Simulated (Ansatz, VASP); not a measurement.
Two plane-wave programs on SnTe

```xyz
2
Lattice="0.0000 3.1509 3.1509 3.1509 0.0000 3.1509 3.1509 3.1509 0.0000" Properties=species:S:1:pos:R:3 pbc="T T T"
Te    3.1509    3.1509    3.1509
Sn    0.0000    0.0000    0.0000
```

Alike in both runs: task relaxation of cell and atoms; functional SVWN5; k mesh 7 × 7 × 7; occupations fermi-dirac, width 0.05 eV; no spin polarisation.

```csv
,VASP,Ansatz
version,VASP 6.6.1,Ansatz 0.2.0
potentials or method,"VASP PAW PBE potentials, release 64 (Te, Sn_d)",Ansatz PAW
plane-wave cutoff (eV),600,420
valence electrons in the cell,20,30
```

```tsv
	VASP	Ansatz	Ansatz less VASP
relaxed volume (Å³/atom)	30.27	30.25	-0.024
relaxed cell length with the largest relative difference (Å)	4.407	4.406	-0.0012
```

VASP's potentials were made for PBE, not for SVWN5. VASP's potentials hold 20 valence electrons a cell and Ansatz's 30, so a difference there can come from the potentials and not from the codes.

Neither program's run includes spin-orbit coupling. Noted on Ansatz's run: the plane-wave basis is chosen anew once the cell has moved, so the energies of steps on either side of that aren't comparable.
